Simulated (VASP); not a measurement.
## AlN: single point with PBE

AlN:

```
Al N
1.0
     0.00000    2.21810    2.21810
     2.20159    0.01651    2.20159
     2.20159    2.20159    0.01651
Al N
1 1
Direct
  0.00000 0.00000 0.00000
  0.75000 0.75000 0.75000
```

This cell differs from its parent crystal: strain +0.0150 x Voigt [0, 0, 0, 1, 0, 0].

| Property | Result |
| --- | --- |
| Program | VASP 6.6.1 |
| Task | single point |
| Functional | PBE |
| Potentials or basis | VASP PAW PBE potentials, release 64 (Al, N) |
| Cutoff | 520 eV |
| k mesh | 10 × 10 × 10 |
| Occupations | gaussian, width 0.05 eV |
| Spin | no spin polarisation |

| Property | Result |
| --- | --- |
| Pressure | -0.2 GPa |
| Largest force | 0.120 eV/Å |
| Band gap on the k mesh | 3.26 eV, indirect (least direct gap 3.94 eV) |

Forces on the atoms (eV/Å):
```
Al  -0.120  0.000  0.000
N    0.120  0.000  0.000
```

Stress tensor (GPa, compression positive):
```
-0.25  0.00  0.00
 0.00 -0.22 -3.22
 0.00 -3.22 -0.22
```

Levels at points of the mesh, in eV from the valence-band top:
```tsv
k point	band 1	band 2	band 3	band 4	band 5	band 6	band 7	band 8
(0.00, 0.00, 0.00)	-14.88	-0.08	-0.04	0.00	3.94	12.09	12.29	12.48
(0.50, 0.00, 0.00)	-12.93	-5.82	-0.50	-0.48	7.19	9.65	10.96	11.11
(0.00, 0.50, 0.00)	-12.88	-5.77	-0.55	-0.53	7.06	9.66	10.80	10.96
(0.50, 0.50, 0.00)	-12.29	-4.87	-1.79	-1.79	3.27	8.43	13.59	15.39
(0.00, 0.50, 0.50)	-12.29	-4.87	-1.88	-1.70	3.26	8.44	13.60	15.34
```

Run time: 16 s on 1 thread of Intel(R) Xeon(R) Platinum 8488C (Sapphire Rapids) (shared host), peak memory 0.16 GiB.

Caveat: the cell differs from its parent crystal (strain +0.0150 x Voigt [0, 0, 0, 1, 0, 0]). A k mesh can miss the band edges.
